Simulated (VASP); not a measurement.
Input of a VASP 6.6.1 run:

INCAR

```
PREC     = Accurate       # precision mode
ENCUT    = 520            # plane-wave cutoff, eV
EDIFF    = 1E-6           # SCF threshold, eV
ISMEAR   = 0              # smearing method
SIGMA    = 0.1            # smearing width, eV
LREAL    = False          # projectors in reciprocal space
LASPH    = True           # aspherical terms in the spheres
NELM     = 80             # most SCF steps
ALGO     = Fast           # electronic algorithm
ISIF     = 2              # what is computed and relaxed
LWAVE    = False          # write WAVECAR
LCHARG   = True           # write CHGCAR
GGA      = PE             # functional
LELF     = True           # ELF
LVHAR    = True         
NBANDS   = 18             # bands
```

The input KPOINTS:

```
regular mesh
0
Gamma
  12 12 12
```

Contents of POSCAR:

```
CsGa
1.0
    4.4381508265      0.0000000000      0.0000000000
    0.0000000000      4.4381508265      0.0000000000
    0.0000000000      0.0000000000      4.4602288345
Cs Ga
1 1
Direct
    0.5000000000      0.5000000000      0.5000000000
    0.0000000000      0.0000000000      0.0000000000
```

Potentials or basis: VASP PAW PBE potentials, release 64 (Cs_sv, Ga_d).

Launch:

```sh
$ cat potpaw_PBE.64/Cs_sv/POTCAR potpaw_PBE.64/Ga_d/POTCAR > POTCAR
$ mpirun -np 1 vasp_std > vasp.out
```

Task: Estimate the band gap on the k mesh.

Result: Zero (bands 11 and 12 overlap by 2.75 eV).

Task: Predict the pressure.

Result: 0.0 GPa.

Caveat: spin-orbit coupling is left out, which moves the levels of the heavy elements.
